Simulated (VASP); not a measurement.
Set up this calculation in VASP 6.6.1, as the native input.

| Quantity | Value |
| --- | --- |
| Task | single point |
| Functional | PBE |
| Potentials or basis | VASP PAW PBE potentials, release 64 (Al, P) |
| Cutoff | 500 eV |
| k mesh | 6 × 6 × 6 |
| Occupations | gaussian, width 0.1 eV |
| Spin | no spin polarisation |
| Dipole correction | no |
| Further INCAR settings | ALGO = Normal; EDIFF = 1e-06; NBANDS = 11 |

The structure of AlP (v.bA) lies in POSCAR:

```
AlP
1.0
    0.0000000000      2.7350000000      2.7350000000
    2.7350000000      0.0000000000      2.7350000000
    2.7350000000      2.7350000000      0.0000000000
Al P
1 1
Direct
    0.0000000000      0.0000000000      0.0000000000
    0.2500000000      0.2500000000      0.2500000000
```

The input as run:

INCAR

```
PREC = Accurate
ENCUT = 500
EDIFF = 1E-6
ISMEAR = 0
SIGMA = 0.1
LREAL = F
LASPH = T
NELM = 120
ALGO = Normal
ISIF = 2
LWAVE = F
LCHARG = F
GGA = PE
NBANDS = 11
GGA_COMPAT = F
```

KPOINTS

```
regular mesh
0
Gamma
  6 6 6
```

Potentials or basis: VASP PAW PBE potentials, release 64 (Al, P).

Run with:

```console
$ cat potpaw_PBE.64/Al/POTCAR potpaw_PBE.64/P/POTCAR > POTCAR
$ mpirun -np 1 vasp_std > vasp.out
```

It gave:

| Item | Value |
| --- | --- |
| Pressure | 1.7 GPa |
| Band gap on the k mesh | 1.59 eV, indirect (least direct gap 3.26 eV) |

It took 4.4 s on 1 thread of Intel(R) Xeon(R) Platinum 8559C (Emerald Rapids), on a shared host, peak memory 0.14 GiB.
